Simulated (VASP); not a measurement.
Here is a VASP 6.6.1 calculation.

File INCAR:

```
SYSTEM = MnSe
ALGO = Normal
EDIFF = 1E-6
ENCUT = 520
GGA = PS
ISIF = 2
ISMEAR = 0
ISPIN = 2
LASPH = .TRUE.
LCHARG = .FALSE.
LMAXMIX = 4
LORBIT = 11
LREAL = .FALSE.
LWAVE = .FALSE.
MAGMOM = 4.38 0
NBANDS = 20
NELM = 150
PREC = Accurate
SIGMA = 0.1
```

KPOINTS

```
k-points
0
G
  14 14 14
  0 0 0
```

File POSCAR:

```
MnSe
1.0
    0.0000000000      2.7076650205      2.7076650205
    2.7076650205      0.0000000000      2.7076650205
    2.7076650205      2.7076650205      0.0000000000
Mn Se
1 1
Direct
    0.0000000000      0.0000000000      0.0000000000
    0.5000000000      0.5000000000      0.5000000000
```

Potentials or basis: VASP PAW PBE potentials, release 64 (Mn_pv, Se).

Launch:

```sh
$ cat potpaw_PBE.64/Mn_pv/POTCAR potpaw_PBE.64/Se/POTCAR > POTCAR
$ mpirun -np 1 vasp_std > vasp.out
```

Predict the site moments.

Mn +4.20; Se +0.09 μB.

What does it give for the pressure?

-4.8 GPa.

Predict the net moment.

4.64 μB per cell.

Caveat: the cell stands under tension; the PAW data sets were made with another functional, which shifts forces and pressure a little; a cell with one magnetic atom can't hold antiferromagnetic order, which such compounds often take.
